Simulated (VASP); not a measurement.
A run of VASP 6.6.1 is set up as follows.

The input INCAR:

```
PREC = Accurate
ENCUT = 520
EDIFF = 1E-6
ISMEAR = 0
SIGMA = 0.15
LREAL = F
LASPH = T
NELM = 80
ALGO = Fast
ISIF = 2
LWAVE = F
LCHARG = F
GGA = PS
IVDW = 12
NBANDS = 22
```

KPOINTS

```
regular mesh
0
Gamma
  12 12 12
```

File POSCAR:

```
InSb3
1.0
    0.0000000000      3.6254457379      3.6620664019
    3.6986870659      0.0000000000      3.6620664019
    3.6986870659      3.6254457379      0.0000000000
In Sb
1 3
Direct
    0.0000000000      0.0000000000      0.0000000000
    0.2500000000      0.2500000000      0.2500000000
    0.7500000000      0.7500000000      0.7500000000
    0.5000000000      0.5000000000      0.5000000000
```

Potentials or basis: VASP PAW PBE potentials, release 64 (In_d, Sb).

Launch:

```console
$ cat potpaw_PBE.64/In_d/POTCAR potpaw_PBE.64/Sb/POTCAR > POTCAR
$ mpirun -np 1 vasp_std > vasp.out
```

Question: Predict the dispersion energy per atom.

Answer: -0.511 eV.

Question: Predict the band gap on the k mesh.

Answer: Zero (bands 14 and 15 overlap by 3.38 eV).

Stress tensor (GPa, compression positive):
```
0.13 0.00 0.00
0.00 0.45 0.00
0.00 0.00 0.33
```

Caveat: the cell differs from its parent crystal (strain +0.0100 x Voigt [1, -1, 0, 0, 0, 0]); the PAW data sets were made with another functional, which shifts forces and pressure a little; spin-orbit coupling is left out, which moves the levels of the heavy elements.
